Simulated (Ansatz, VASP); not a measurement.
## BeTe: VASP beside Ansatz

The input INCAR:

```
SYSTEM = BeTe
PREC = Accurate
ENCUT = 600
EDIFF = 1E-6
ISMEAR = 0
SIGMA = 0.05
LREAL = .FALSE.
LASPH = .TRUE.
NELM = 120
ALGO = Normal
ISIF = 2
LWAVE = .FALSE.
LCHARG = .TRUE.
GGA = RE
LELF = .TRUE.
LVHAR = .TRUE.
NBANDS = 11
GGA_COMPAT = .FALSE.
```

KPOINTS

```
regular mesh
0
G
  8 8 8
  0 0 0
```

File POSCAR:

```
BeTe
1.0
    0.0000000000      2.8540864557      2.8540864557
    2.8540864557      0.0000000000      2.8540864557
    2.8540864557      2.8540864557      0.0000000000
Be Te
1 1
Direct
    0.0000000000      0.0000000000      0.0000000000
    0.7500000000      0.7500000000      0.7500000000
```

Input for Ansatz:

```yaml
crystal:
  lattice:
    - [0.0, 2.8540864557, 2.8540864557]
    - [2.8540864557, 0.0, 2.8540864557]
    - [2.8540864557, 2.8540864557, 0.0]
  atoms:
    - { symbol: Be, position: [0.0, 0.0, 0.0] }
    - { symbol: Te, position: [0.75, 0.75, 0.75] }
basis:
  ecutwfc: 420
  ecutrho_ratio: 4
kpoints:
  mp_grid: { grid: [8, 8, 8] }
hamiltonian:
  xc: revpbe
scf:
  occupations: { method: gaussian, width: 0.05 }
output:
  forces: true
  stress: true
  eigenvalues: true
```

Alike in both runs: task single point; functional revPBE; k mesh 8 × 8 × 8; occupations gaussian, width 0.05 eV; no spin polarisation.

|  | VASP | Ansatz |
| --- | --- | --- |
| version | VASP 6.6.1 | Ansatz 0.2.0 |
| potentials or method | VASP PAW PBE potentials, release 64 (Be, Te), cutoff 600 eV | scalar-relativistic, plane waves, PAW |
| valence electrons in the cell | 8 | 18 |

|  | VASP | Ansatz | Ansatz less VASP |
| --- | --- | --- | --- |
| gap on the k mesh at the Fermi level (eV) | 2.14 | 2.15 | +0.014 |
| least direct gap on the mesh (eV) | 3.60 | 3.61 | +0.009 |
| pressure (GPa) | 0.0 | -0.1 | -0.10 |

VASP's potentials were made for PBE, not for revPBE. The functional is the same, so the differences come from potentials, cutoffs and numerics. VASP's potentials hold 8 valence electrons a cell and Ansatz's 18, so a difference there can come from the potentials and not from the codes.

Neither program's run includes spin-orbit coupling.
